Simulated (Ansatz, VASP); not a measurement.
# Two plane-wave programs on Hf

Contents of INCAR:

```
ALGO = Fast ; EDIFF = 1E-6
ENCUT = 520 ; GGA = PE
ISIF = 2 ; ISMEAR = 0
LASPH = T ; LCHARG = T
LELF = T ; LREAL = F
LVHAR = T ; LWAVE = F
NBANDS = 11 ; NELM = 100
PREC = Accurate ; SIGMA = 0.05
```

Contents of KPOINTS:

```
k-points
0
Gamma
  18 18 18
```

Contents of POSCAR:

```
Hf
1.0
   -1.7734368630      1.7734368630      1.7734368630
    1.7734368630     -1.7734368630      1.7734368630
    1.7734368630      1.7734368630     -1.7734368630
Hf
1
Direct
    0.0000000000      0.0000000000      0.0000000000
```

Input for Ansatz:

```yaml
crystal:
  lattice:
    - [-1.773436863, 1.773436863, 1.773436863]
    - [1.773436863, -1.773436863, 1.773436863]
    - [1.773436863, 1.773436863, -1.773436863]
  atoms:
    - { symbol: Hf, position: [0.0, 0.0, 0.0] }
basis:
  ecutwfc: 420
  ecutrho_ratio: 4
kpoints:
  mp_grid: { grid: [18, 18, 18] }
hamiltonian:
  xc: pbe
scf:
  occupations: { method: gaussian, width: 0.05 }
output:
  forces: true
  stress: true
  eigenvalues: true
```

Alike in both runs: task single point; functional PBE; k mesh 18 × 18 × 18; occupations gaussian, width 0.05 eV; no spin polarisation.

|  | VASP | Ansatz |
| --- | --- | --- |
| version | VASP 6.6.1 | Ansatz 0.2.0 |
| potentials or method | VASP PAW PBE potentials, release 64 (Hf_pv), cutoff 520 eV | scalar-relativistic, plane waves, PAW |
| valence electrons in the cell | 10 | 26 |

```csv
,VASP,Ansatz,Ansatz less VASP
gap on the k mesh at the Fermi level (eV),none,none,-
pressure (GPa),-0.4,-0.1,+0.31
```

A gap of «none» marks a metal or a gap that the smearing closes. VASP's potentials hold 10 valence electrons a cell and Ansatz's 26, so a difference there can come from the potentials and not from the codes.

Neither program's run includes spin-orbit coupling.
